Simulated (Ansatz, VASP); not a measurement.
**Two plane-wave programs on Ti6H**

File INCAR:

```
SYSTEM = Ti6H
PREC = Accurate ; ENCUT = 520
EDIFF = 1E-7 ; ISMEAR = 0
SIGMA = 0.1 ; LREAL = .False.
LASPH = .True. ; NELM = 60
ALGO = Normal ; ISIF = 2
LWAVE = .False. ; LCHARG = .True.
LDIPOL = .True. ; IDIPOL = 3
DIPOL = 0.5 0.5 0.336 ; GGA = PE
LELF = .True. ; LVHAR = .True.
LVACPOTAV = .True. ; NBANDS = 46
```

Contents of KPOINTS:

```
Automatic mesh
0
Gamma
  9 6 1
  0 0 0
```

File POSCAR:

```
Ti6H
1.0
    2.8321726458      0.0000000000      0.0000000000
    0.0000000000      4.5795363026      0.0000000000
    0.0000000000      0.0000000000     23.5510893874
Ti H
6 1
Direct
    0.5000000000      0.0000000000      0.1698435233
    0.0000000000      0.5000000000      0.2259767339
    0.5000000000      0.0000000000      0.2821099444
    0.5000000000      0.5000000000      0.3394934593
    0.0000000000      0.0000000000      0.3940191404
    0.5000000000      0.5000000000      0.4480085492
    0.8750000000      0.8750000000      0.4934416916
```

Input for Ansatz:

```yaml
crystal:
  lattice:
    - [2.8321726458, 0.0, 0.0]
    - [0.0, 4.5795363026, 0.0]
    - [0.0, 0.0, 23.5510893874]
  atoms:
    - { symbol: Ti, position: [0.5, 0.0, 0.1698435233] }
    - { symbol: Ti, position: [0.0, 0.5, 0.2259767339] }
    - { symbol: Ti, position: [0.5, 0.0, 0.2821099444] }
    - { symbol: Ti, position: [0.5, 0.5, 0.3394934593] }
    - { symbol: Ti, position: [0.0, 0.0, 0.3940191404] }
    - { symbol: Ti, position: [0.5, 0.5, 0.4480085492] }
    - { symbol: H, position: [0.875, 0.875, 0.4934416916] }
basis:
  ecutwfc: 420
kpoints:
  mp_grid: { grid: [9, 6, 1] }
hamiltonian:
  xc: pbe
scf:
  occupations: { method: gaussian, width: 0.1 }
output:
  forces: true
  eigenvalues: true
efield:
  axis: 3
  dipole_correction: true
  ramp_width: 0.04
```

Alike in both runs: task single point; functional PBE; k mesh 9 × 6 × 1; occupations gaussian, width 0.1 eV; no spin polarisation.

|  | VASP | Ansatz |
| --- | --- | --- |
| version | VASP 6.6.1 | Ansatz 0.2.0 |
| potentials or method | VASP PAW PBE potentials, release 64 (Ti_sv, H), cutoff 520 eV | scalar-relativistic, plane waves, PAW |
| valence electrons in the cell | 73 | 73 |

Ansatz gave:

* gap on the k mesh at the Fermi level (eV): none
* rms of the force components (eV/Å): 0.445
* work function, face that differs most (eV): 4.04

Question: Which values does VASP return?

Answer: gap on the k mesh at the Fermi level (eV): none; rms of the force components (eV/Å): 0.444; work function, face that differs most (eV): 4.05.

Atom by atom the forces differ by 0.004 eV/Å (rms over components). A gap of «none» marks a metal or a gap that the smearing closes.
